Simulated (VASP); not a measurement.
Set up this calculation in VASP 6.6.1, as the native input.

| Quantity | Value |
| --- | --- |
| Task | single point |
| Functional | PBE |
| Potentials or basis | VASP PAW PBE potentials, release 64 (Ba_sv) |
| Cutoff | 520 eV |
| k mesh | 6 × 6 × 4 |
| Occupations | gaussian, width 0.1 eV |
| Spin | no spin polarisation |
| Dipole correction | no |
| Further INCAR settings | ALGO = Normal; EDIFF = 1e-07; NBANDS = 17 |

The structure of Ba lies in POSCAR:

```
Ba
1.0
    4.3095435032      0.0000000000      0.0000000000
   -2.1547717516      3.7321741525      0.0000000000
    0.0000000000      0.0000000000      6.9110690002
Ba
2
Direct
    0.3333333333      0.6666666667      0.2500000000
    0.6666666667      0.3333333333      0.7500000000
```

One way to write it, as run:

INCAR

```
SYSTEM = Ba
  PREC = Accurate
  ENCUT = 520
  EDIFF = 1E-7
  ISMEAR = 0
  SIGMA = 0.1
  LREAL = .FALSE.
  LASPH = .TRUE.
  NELM = 60
  ALGO = Normal
  ISIF = 2
  LWAVE = .FALSE.
  LCHARG = .TRUE.
  GGA = PE
  LELF = .TRUE.
  LVHAR = .TRUE.
  NBANDS = 17
```

KPOINTS

```
regular mesh
0
G
  6 6 4
  0 0 0
```

Potentials or basis: VASP PAW PBE potentials, release 64 (Ba_sv).

Command:

```console
$ cat potpaw_PBE.64/Ba_sv/POTCAR > POTCAR
$ mpirun -np 1 vasp_std > vasp.out
```

Results of the run:

The pressure is 1.4 GPa and the band gap on the k mesh is zero (band 10 reaches 2.30 eV, above the bottom of band 11 at 1.84 eV).

Caveat: spin-orbit coupling is left out, which moves the levels of the heavy elements.

Wall time 24 s on 1 thread of Intel(R) Xeon(R) Platinum 8259CL CPU @ 2.50GHz (Skylake/Cascade Lake), on a shared host, peak memory 0.23 GiB.
